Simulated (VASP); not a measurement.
Here is a VASP 6.6.1 calculation.

Contents of INCAR:

```
SYSTEM = Al7Ni8
  PREC = Accurate
  ENCUT = 520
  EDIFF = 1E-6
  ISMEAR = 1
  SIGMA = 0.1
  LREAL = Auto
  LASPH = .True.
  NELM = 100
  ALGO = Normal
  ISIF = 2
  LWAVE = .False.
  LCHARG = .False.
  GGA = PE
  NBANDS = 64
```

The input KPOINTS:

```
Automatic mesh
0
Gamma
  3 3 3
  0 0 0
```

Contents of POSCAR:

```
Al7Ni8
1.0
    5.7836525300      0.0000000000      0.0000000000
    0.0000000000      5.7836525300      0.0000000000
    0.0000000000      0.0000000000      5.7836525300
Ni Al
8 7
Direct
    0.0011513101      0.0005894866     -0.0010623461
    0.0011236400      0.0005941523      0.5006065345
    0.0011276960      0.4986195940     -0.0012595445
    0.0011372596      0.4987286536      0.5006696451
    0.4992303164      0.0008711736     -0.0013982457
    0.4993404820      0.0007076677      0.5007513854
    0.4993886651      0.4986292922     -0.0012493974
    0.4994172810      0.4986928208      0.5006637557
    0.2502390840      0.2496522077      0.2497948759
    0.2503522954      0.7496073673      0.2497042676
    0.2502682804      0.7495830359      0.7497112380
    0.7502369736      0.2496572032      0.2498127344
    0.7503450842      0.2496603445      0.7496532538
    0.7501798357      0.7496893531      0.2496887937
    0.7502979469      0.7497713769      0.7497334384
```

Potentials or basis: VASP PAW PBE potentials, release 64 (Ni, Al).

Launch:

```bash
$ cat potpaw_PBE.64/Ni/POTCAR potpaw_PBE.64/Al/POTCAR > POTCAR
$ mpirun -np 1 vasp_std > vasp.out
```

Problem. Estimate the largest force.

Solution. 0.016 eV/Å.

Problem. What does it give for the pressure?

Solution. -4.2 GPa.

Forces on the atoms (eV/Å):
```
Ni  -0.002 -0.006  0.002
Ni  -0.001 -0.008 -0.005
Ni  -0.002  0.009  0.007
Ni  -0.003  0.008 -0.006
Ni   0.005 -0.012  0.009
Ni   0.002 -0.009 -0.007
Ni   0.003  0.007  0.005
Ni   0.002  0.008 -0.005
Al   0.000  0.002 -0.001
Al  -0.003  0.002 -0.001
Al  -0.001  0.003  0.002
Al   0.000  0.000 -0.005
Al   0.000  0.001  0.004
Al   0.001  0.000 -0.001
Al  -0.002 -0.003  0.001
```

Caveat: the k points lie up to 0.36 Å⁻¹ apart. Spin polarisation is off, so any magnetic state and its effect on volume and gap are missing.
